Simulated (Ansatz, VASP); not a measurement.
**Two plane-wave programs on Al**

```
Al
1.0
    -5.51321    0.11796    0.07467
     2.85880   -4.83934   -0.10563
    -0.07531    0.07950    5.61559
Al
8
Direct
  0.00596 0.01005 0.24625
  0.99714 0.00213 0.74297
  0.49915 0.49821 0.23844
  0.49890 0.50390 0.74806
  0.00284 0.50082 0.24599
  0.00878 0.50579 0.76125
  0.48599 0.99817 0.25797
  0.50124 0.98092 0.75906
```

Change from the starting cell: cell x8, atoms moved at random (sigma 0.05 Å) and cell strained at random (1.5 %), then relaxed without symmetry.

Alike in both runs: task relaxation of cell and atoms; functional PBE; k mesh 4 × 4 × 4; occupations gaussian, width 0.2 eV; no spin polarisation.

```csv
,VASP,Ansatz
version,VASP 6.6.1,Ansatz 0.2.0
potentials or method,"VASP PAW PBE potentials, release 64 (Al), cutoff 600 eV","scalar-relativistic, plane waves, PAW"
valence electrons in the cell,24,24
```

Ansatz gave:

```
gap on the k mesh at the Fermi level, each at its own relaxed structure (eV) : none
relaxed volume (Å³/atom)                                                     : 16.50
relaxed cell length with the largest relative difference (Å)                 : 4.970
```

Problem. Estimate VASP's values.

Solution. gap on the k mesh at the Fermi level, each at its own relaxed structure (eV): none; relaxed volume (Å³/atom): 16.53; relaxed cell length with the largest relative difference (Å): 5.772.

A gap of «none» marks a metal or a gap that the smearing closes. One of these differences is far larger than is usual between the two programs; its cause wasn't traced.
